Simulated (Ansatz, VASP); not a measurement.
This is a calculation of CuO for VASP 6.6.1.

Contents of INCAR:

```
SYSTEM = CuO
ALGO = Normal
EDIFF = 1E-7
ENCUT = 520
GGA = PE
ISIF = 2
ISMEAR = -1
LASPH = .TRUE.
LCHARG = .FALSE.
LREAL = .FALSE.
LWAVE = .FALSE.
NBANDS = 25
NELM = 60
PREC = Accurate
SIGMA = 0.05
```

KPOINTS

```
k-points
0
G
  10 10 6
  0 0 0
```

The input POSCAR:

```
CuO
1.0
    0.0000000000     -2.1444126677     -2.1444126677
   -2.1444126677      0.0000000000     -2.1444126677
    2.1444126677      2.1444126677     -4.2888253355
Cu O
2 2
Direct
    0.5038875400      0.4769880100      0.4880064000
    0.0038875400      0.9769880100      0.9880064000
    0.7461124600      0.7730119900      0.7619936000
    0.2461124600      0.2730119900      0.2619936000
```

Potentials or basis: VASP PAW PBE potentials, release 64 (Cu, O).

Launch:

```console
$ cat potpaw_PBE.64/Cu/POTCAR potpaw_PBE.64/O/POTCAR > POTCAR
$ mpirun -np 1 vasp_std > vasp.out
```

Task: Set up the same calculation for Ansatz 0.2.0. Potentials there: all-electron LAPW, scalar-relativistic.

Result: As run (the cutoff follows the program's own potentials):

The input input.yaml:

```yaml
crystal:
  lattice:
    - [0.0, -2.1444126677, -2.1444126677]
    - [-2.1444126677, 0.0, -2.1444126677]
    - [2.1444126677, 2.1444126677, -4.2888253355]
  atoms:
    - { symbol: Cu, position: [0.50388754, 0.47698801, 0.4880064] }
    - { symbol: Cu, position: [0.00388754, 0.97698801, 0.9880064] }
    - { symbol: O, position: [0.74611246, 0.77301199, 0.7619936] }
    - { symbol: O, position: [0.24611246, 0.27301199, 0.2619936] }
kpoints:
  mp_grid: { grid: [10, 10, 6] }
scf:
  occupations: { method: fermi_dirac, width: 0.05 }
hamiltonian:
  xc: pbe
  pseudopotentials: { kind: all_electron, lapw: { basis_error: 0.001 } }
output:
  forces: true
  stress: true
  eigenvalues: true
```

Potentials or basis: all-electron LAPW, scalar-relativistic.

Run with:

```console
$ ansatz run input.yaml --threads 2 --pin off --max-ram 6144MiB --backend cpu --events-out ev --progress --plain --runs-dir out
```

Both were run:

|  | VASP | Ansatz | Ansatz less VASP |
| --- | --- | --- | --- |
| gap on the k mesh at the Fermi level (eV) | none | none | - |
| pressure (GPa) | -1.1 | -1.4 | -0.30 |
| traceless stress, the component that is largest in VASP (GPa) | 4.32 | 4.09 | -0.229 |
| rms of the force components (eV/Å) | 0.599 | 0.573 | -0.0259 |

Atom by atom the forces differ by 0.026 eV/Å (rms over components). A gap of «none» marks a metal or a gap that the smearing closes. Ansatz ran all-electron here, and VASP with PAW potentials.
